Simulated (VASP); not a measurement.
Crystal: PbF2.

```
CELL_PARAMETERS angstrom
0.00000 2.40590 2.40590
2.40590 0.00000 2.40590
2.40590 2.40590 0.00000
ATOMIC_POSITIONS crystal
Pb 0.00000 0.00000 0.00000
F 0.25000 0.25000 0.25000
F 0.75000 0.75000 0.75000
```

| Property | Result |
| --- | --- |
| Program | VASP 6.6.1 |
| Task | relaxation of cell and atoms |
| Functional | PBE |
| Potentials or basis | VASP PAW PBE potentials, release 64 (Pb_d, F) |
| Cutoff | 600 eV |
| k mesh | 8 × 8 × 8 |
| Occupations | fermi-dirac, width 0.02 eV |
| Spin | no spin polarisation |

At the start: pressure 210.9 GPa; volume 9.28 Å³/atom.

Task: How do energy, volume and symmetry change on relaxing?

Result: Over 20 steps the energy falls by 2974.4 meV/atom and the volume is 16.64 Å³/atom (+79.2 %); space group Fm-3m (No. 225, to 0.05 Å).

The path:
```csv
step,energy change (eV),largest force (eV/Å),pressure (GPa),volume (Å³)
1,0.0000,0.0000,210.90,27.85
2,7.5452,0.0000,-69.81,111.87
3,-8.5383,0.0000,-15.79,57.24
4,-8.8711,0.0000,-6.29,52.49
5,-8.9230,0.0000,-0.28,50.01
6,-8.9216,0.0000,1.14,49.48
7,-8.9216,0.0000,1.12,49.49
8,-8.9218,0.0000,1.06,49.51
9,-8.9218,0.0000,1.06,49.51
10,-8.9218,0.0000,1.07,49.51
11,-8.9218,0.0000,1.07,49.51
12,-8.9218,0.0000,1.06,49.51
13,-8.9218,0.0000,1.06,49.52
14,-8.9218,0.0000,1.03,49.52
15,-8.9219,0.0000,1.00,49.53
16,-8.9220,0.0000,0.94,49.55
17,-8.9223,0.0000,0.82,49.60
18,-8.9227,0.0000,0.58,49.69
19,-8.9231,0.0000,0.10,49.87
20,-8.9231,0.0000,0.00,49.91
```

Final structure:
```cif
data_structure
_symmetry_space_group_name_H-M 'P 1'
_symmetry_Int_Tables_number 1
_cell_length_a 4.1326
_cell_length_b 4.1326
_cell_length_c 4.1326
_cell_angle_alpha 60.000
_cell_angle_beta 60.000
_cell_angle_gamma 60.000
_cell_volume 49.91
loop_
_atom_site_label
_atom_site_type_symbol
_atom_site_fract_x
_atom_site_fract_y
_atom_site_fract_z
_atom_site_occupancy
Pb1 Pb 0.00000 0.00000 0.00000 1
F1 F 0.25000 0.25000 0.25000 1
F2 F 0.75000 0.75000 0.75000 1
```

Caveat: the volume moved by over 15 % at a fixed basis, so the end points are rough.
